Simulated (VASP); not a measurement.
A run of VASP 6.6.1 is set up as follows.

File POSCAR:

```
CaO
1.0
    0.0000000000      2.4490000000      2.5469600000
    2.4490000000      0.0000000000      2.5469600000
    2.4490000000      2.4490000000      0.0000000000
Ca O
1 1
Direct
    0.0000000000      0.0000000000      0.0000000000
    0.5000000000      0.5000000000      0.5000000000
```

Contents of INCAR.step1:

```
ALGO = Normal ; EDIFF = 1E-4
ENCUT = 520 ; GGA = PE
ISMEAR = 0 ; LASPH = T
LCHARG = F ; LREAL = F
LWAVE = T ; NBANDS = 15
NELM = 100 ; PREC = Accurate
SIGMA = 0.05
```

Contents of INCAR.step2:

```
ALGO = Normal ; EDIFF = 1E-6
ENCUT = 520 ; ISIF = 2
ISMEAR = 0 ; ISTART = 1
LASPH = T ; LCHARG = F
LMIXTAU = T ; LREAL = F
LWAVE = F ; METAGGA = R2SCAN
NBANDS = 15 ; NELM = 100
PREC = Accurate ; SIGMA = 0.05
```

The input KPOINTS:

```
k-points
0
Gamma
  8 8 8
```

Potentials or basis: VASP PAW PBE potentials, release 64 (Ca_sv, O).

Run with:

```sh
$ cat potpaw_PBE.64/Ca_sv/POTCAR potpaw_PBE.64/O/POTCAR > POTCAR
$ cp INCAR.step1 INCAR
$ mpirun -np 1 vasp_std > vasp.out
$ cp INCAR.step2 INCAR
$ mpirun -np 1 vasp_std > vasp.out
```

(1) Estimate the pressure.

(2) Predict the band gap on the k mesh.

Answers

(1) -8.7 GPa.

(2) 4.14 eV, indirect (least direct gap 4.56 eV).

Caveat: the cell differs from its parent crystal (strain +0.000 along x and y, +0.040 along z); the PAW data sets were made with another functional, which shifts forces and pressure a little.
